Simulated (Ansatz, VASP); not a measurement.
# One calculation of AlAs, two programs

The input INCAR:

```
ALGO     = Normal         # electronic algorithm
EDIFF    = 1E-6           # SCF threshold, eV
ENCUT    = 500            # plane-wave cutoff, eV
GGA      = PE             # functional
GGA_COMPAT= False        
ISIF     = 2              # what is computed and relaxed
ISMEAR   = 0              # smearing method
LASPH    = True           # aspherical terms in the spheres
LCHARG   = True           # write CHGCAR
LELF     = True           # ELF
LREAL    = False          # projectors in reciprocal space
LVHAR    = True         
LWAVE    = False          # write WAVECAR
NBANDS   = 11             # bands
NELM     = 120            # most SCF steps
PREC     = Accurate       # precision mode
SIGMA    = 0.01           # smearing width, eV
```

The input KPOINTS:

```
k-points
0
Gamma
  8 8 8
```

Contents of POSCAR:

```
AlAs
1.0
    0.0000000000      2.8389251755      2.8389251755
    2.8389251755      0.0000000000      2.8389251755
    2.8389251755      2.8389251755      0.0000000000
Al As
1 1
Direct
    0.0000000000      0.0000000000      0.0000000000
    0.2500000000      0.2500000000      0.2500000000
```

Input for Ansatz:

```yaml
crystal:
  lattice:
    - [0.0, 2.8389251755, 2.8389251755]
    - [2.8389251755, 0.0, 2.8389251755]
    - [2.8389251755, 2.8389251755, 0.0]
  atoms:
    - { symbol: Al, position: [0.0, 0.0, 0.0] }
    - { symbol: As, position: [0.25, 0.25, 0.25] }
kpoints:
  mp_grid: { grid: [8, 8, 8] }
  band_path:
    path:
      - [0.0, 0.0, 0.0]
      - [-0.5, -0.5, 0.0]
      - [-0.375, -0.375, 0.25]
      - [-0.375, 0.0, 0.375]
      - [0.0, 0.0, 0.5]
      - [-0.5, -0.25, 0.25]
      - [0.0, 0.5, 0.5]
    npoints: 1
hamiltonian:
  xc: pbe
scf:
  occupations: { method: fixed }
  n_extra_bands: 4
output:
  forces: true
  stress: true
  eigenvalues: true
```

Alike in both runs: task single point; functional PBE; k mesh 8 × 8 × 8; no spin polarisation.

```csv
,VASP,Ansatz
version,VASP 6.6.1,Ansatz 0.2.0
potentials or method,"VASP PAW PBE potentials, release 64 (Al, As)","plane waves, PAW"
plane-wave cutoff (eV),500,420
occupations,"gaussian, width 0.01 eV",fixed
valence electrons in the cell,8,18
```

Ansatz gave:

| Item | Value |
| --- | --- |
| gap on the k mesh at the Fermi level (eV) | 1.46 |
| pressure (GPa) | 1.9 |

Problem. What did VASP give for the same quantities?

Solution. gap on the k mesh at the Fermi level (eV): 1.45; pressure (GPa): 2.1.

VASP's potentials hold 8 valence electrons a cell and Ansatz's 18, so a difference there can come from the potentials and not from the codes.
